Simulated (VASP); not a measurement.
A run of VASP 6.6.1 is set up as follows.

INCAR

```
ALGO = Normal ; EDIFF = 1E-7
ENCUT = 520 ; GGA = PE
ISIF = 2 ; ISMEAR = 0
IVDW = 12 ; LASPH = True
LCHARG = False ; LREAL = False
LWAVE = False ; NBANDS = 65
NELM = 100 ; PREC = Accurate
SIGMA = 0.05
```

KPOINTS

```
k-points
0
Gamma
  2 2 1
```

The input POSCAR:

```
Ta6HN6F
1.0
    5.2084950000      0.0000000000      0.0000000000
   -2.6042480000      4.5106890000      0.0000000000
    0.0000000000      0.0000000000     16.3721220000
Ta N F H
6 6 1 1
Direct
    0.0000000000      0.0000000000      0.0610794374
    0.3287450358      0.6648525314      0.1351438134
    0.6610573187      0.3312556020      0.1355292246
   -0.0127475076     -0.0032640246      0.2360719032
    0.3118800563      0.6544122195      0.3137166337
    0.6313351427      0.3078700394      0.3214218047
    0.3923922361      0.0000000000      0.0610794374
    0.6076078602      0.6076078400      0.0610794374
    0.0000000956      0.3923921600      0.0610794374
    0.3697139694     -0.0135815171      0.2296226476
    0.5991507305      0.6085682254      0.2348731582
   -0.0175431967      0.3880438221      0.2326210982
   -0.2062014248      0.4260903379      0.4297619453
    0.3461140579      0.9602865549      0.3833994152
```

Potentials or basis: VASP PAW PBE potentials, release 64 (Ta_pv, N, F, H).

Run with:

```console
$ cat potpaw_PBE.64/Ta_pv/POTCAR potpaw_PBE.64/N/POTCAR potpaw_PBE.64/F/POTCAR potpaw_PBE.64/H/POTCAR > POTCAR
$ mpirun -np 1 vasp_std > vasp.out
```

Task: What does it give for the largest force?

Result: 2.387 eV/Å.

Task: What does it give for the band gap on the k mesh?

Result: 0.31 eV (least direct gap 0.39 eV).

Task: Predict the dispersion energy per atom.

Result: -0.240 eV.

Forces on the atoms (eV/Å):
```
Ta  -0.224  0.070  0.728
Ta   0.009 -0.005  0.069
Ta  -0.007  0.002  0.073
Ta  -0.015  0.012 -0.003
Ta   0.012 -0.005  0.062
Ta  -0.032 -0.053 -0.146
N   -2.334 -0.128 -0.484
N    1.203  1.969 -0.249
N    0.879 -2.074 -0.243
N    0.001  0.000 -0.005
N   -0.004 -0.013  0.008
N   -0.022  0.011  0.003
F    0.296  0.161  0.071
H    0.238  0.053  0.115
```

Caveat: the k points lie up to 0.70 Å⁻¹ apart; there is no dipole correction, which matters where the two faces differ; spin-orbit coupling is left out, which moves the levels of the heavy elements.
